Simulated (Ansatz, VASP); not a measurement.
# TlPt: VASP beside Ansatz

```xyz
6
Lattice="6.5768 0.0000 0.0000 -3.2884 5.6957 0.0000 0.0000 0.0000 3.9904" Properties=species:S:1:pos:R:3 pbc="T T T"
Tl   -1.6442    2.8478    0.0000
Tl    3.2884    0.0000    0.0000
Tl    1.6442    2.8478    0.0000
Pt    0.0000    0.0000    0.0000
Pt    3.2884    1.8986    1.9952
Pt    0.0000    3.7971    1.9952
```

Alike in both runs: functional PBE; k mesh 6 × 6 × 10; occupations gaussian, width 0.1 eV; no spin polarisation.

Ansatz relaxed the structure, and its values are those at the end. VASP's run is a single point on that final structure, the one shown.

|  | VASP | Ansatz |
| --- | --- | --- |
| version | VASP 6.6.1 | Ansatz 0.2.0 |
| potentials or method | VASP PAW PBE potentials, release 64 (Tl_d, Pt), cutoff 520 eV | scalar-relativistic, plane waves, PAW |
| valence electrons in the cell | 69 | 93 |

```tsv
	VASP	Ansatz	Ansatz less VASP
gap on the k mesh at the Fermi level (eV)	none	none	-
pressure (GPa)	0.0	0.0	+0.02
```

A gap of «none» marks a metal or a gap that the smearing closes. VASP's potentials hold 69 valence electrons a cell and Ansatz's 93, so a difference there can come from the potentials and not from the codes.

Neither program's run includes spin-orbit coupling.
